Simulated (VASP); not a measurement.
A run of VASP 6.6.1 is set up as follows.

Contents of INCAR:

```
SYSTEM = Ge
PREC = Accurate
ENCUT = 520
EDIFF = 1E-7
ISMEAR = -1
SIGMA = 0.05
LREAL = .FALSE.
LASPH = .TRUE.
NELM = 60
ALGO = Normal
ISIF = 2
LWAVE = .FALSE.
LCHARG = .FALSE.
GGA = PS
NBANDS = 36
```

The input KPOINTS:

```
regular mesh
0
G
  7 7 7
  0 0 0
```

File POSCAR:

```
Ge
1.0
    0.0000000000      2.7580157996      4.7630823270
    2.5246338476      0.0000000000      4.7630823270
    2.5246338476      2.7580157996      0.0000000000
Ge
4
Direct
    0.7300864512      0.2699135488      0.7300864512
    0.2699135488      0.7300864512      0.2699135488
    0.2286461266      0.2286461266      0.7713538734
    0.7713538734      0.7713538734      0.2286461266
```

Potentials or basis: VASP PAW PBE potentials, release 64 (Ge_d).

Command:

```sh
$ cat potpaw_PBE.64/Ge_d/POTCAR > POTCAR
$ mpirun -np 1 vasp_std > vasp.out
```

Predict the band gap on the k mesh.

zero (band 28 reaches 9.07 eV, above the bottom of band 29 at 5.80 eV).

Predict the largest force.

0.004 eV/Å.

Forces in eV/Å, atoms in the order of the input:
```
Ge   0.000 -0.002  0.000
Ge   0.000  0.002  0.000
Ge   0.000  0.000 -0.004
Ge   0.000  0.000  0.004
```

Caveat: the PAW data sets were made with another functional, which shifts forces and pressure a little.
